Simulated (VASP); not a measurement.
Wanted: the native input for a VASP 6.6.1 run.

* Task: single point
* Functional: BLYP
* Potentials or basis: VASP PAW PBE potentials, release 64 (Mo_sv)
* Cutoff: 520 eV
* k mesh: 23 × 23 × 23
* Occupations: fermi-dirac, width 0.1 eV
* Spin: no spin polarisation
* Dipole correction: no
* Further INCAR settings: ALGO = Normal; EDIFF = 1e-06; NBANDS = 13

The structure of Mo lies in POSCAR:

```
Mo
1.0
   -1.6633025067      1.6633025067      1.6633025067
    1.6633025067     -1.6633025067      1.6633025067
    1.6633025067      1.6633025067     -1.6633025067
Mo
1
Direct
    0.0000000000      0.0000000000      0.0000000000
```

This cell differs from its parent crystal: volume scaled by 1.12.

One way to write it, as run:

INCAR

```
PREC = Accurate
ENCUT = 520
EDIFF = 1E-6
ISMEAR = -1
SIGMA = 0.1
LREAL = F
LASPH = T
NELM = 60
ALGO = Normal
ISIF = 2
LWAVE = F
LCHARG = F
GGA = B5
ALDAX = 1.0
AGGAX = 1.0
AGGAC = 1.0
ALDAC = 0.0
NBANDS = 13
```

KPOINTS

```
regular mesh
0
Gamma
  23 23 23
```

Potentials or basis: VASP PAW PBE potentials, release 64 (Mo_sv).

Run with:

```bash
$ cat potpaw_PBE.64/Mo_sv/POTCAR > POTCAR
$ mpirun -np 1 vasp_std > vasp.out
```

Results of the run:

The pressure is -20.2 GPa. The band gap on the k mesh is zero (band 7 reaches 13.63 eV, above the bottom of band 8 at 9.51 eV).

Caveat: the PAW data sets were made with another functional, which shifts forces and pressure a little.

Wall time 2.6 min on 1 thread of AMD EPYC 7R13, with other jobs on the host, peak memory 0.17 GiB.
